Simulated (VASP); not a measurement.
Here is a VASP 6.6.1 calculation.

Contents of POSCAR:

```
Ba2SO
1.0
    4.2930151457      0.0000000000      0.0000000000
    0.0000000000      4.2930151457      0.0000000000
    0.0000000000      0.0000000000      6.0775336334
O Ba S
1 2 1
Direct
    0.0000000000      0.0000000000      0.0000000000
    0.0000000000      0.0000000000      0.5000000000
    0.5000000000      0.5000000000      0.0000000000
    0.5000000000      0.5000000000      0.5000000000
```

INCAR.step1

```
ALGO = Normal ; EDIFF = 1E-4
ENCUT = 520 ; GGA = PE
ISMEAR = 0 ; LASPH = True
LCHARG = False ; LREAL = False
LWAVE = True ; NBANDS = 24
NELM = 80 ; PREC = Accurate
SIGMA = 0.01
```

Contents of INCAR.step2:

```
ALGO = Normal ; EDIFF = 1E-6
ENCUT = 520 ; ISIF = 2
ISMEAR = 0 ; ISTART = 1
LASPH = True ; LCHARG = True
LELF = True ; LMIXTAU = True
LREAL = False ; LVHAR = True
LWAVE = False ; METAGGA = R2SCAN
NBANDS = 24 ; NELM = 80
PREC = Accurate ; SIGMA = 0.01
```

File KPOINTS:

```
k-points
0
Gamma
  4 4 2
```

Potentials or basis: VASP PAW PBE potentials, release 64 (O, Ba_sv, S).

The run is started by

```bash
$ cat potpaw_PBE.64/O/POTCAR potpaw_PBE.64/Ba_sv/POTCAR potpaw_PBE.64/S/POTCAR > POTCAR
$ cp INCAR.step1 INCAR
$ mpirun -np 1 vasp_std > vasp.out
$ cp INCAR.step2 INCAR
$ mpirun -np 1 vasp_std > vasp.out
```

**Question.** What does it give for the pressure?

**Answer.** 1.1 GPa.

**Question.** Predict the band gap on the k mesh.

**Answer.** 1.88 eV, direct.

Stress tensor (GPa, compression positive):
```
0.80 0.00 0.00
0.00 0.80 0.00
0.00 0.00 1.85
```

Caveat: the k points lie up to 0.52 Å⁻¹ apart; the PAW data sets were made with another functional, which shifts forces and pressure a little; spin-orbit coupling is left out, which moves the levels of the heavy elements. A k mesh can miss the band edges.
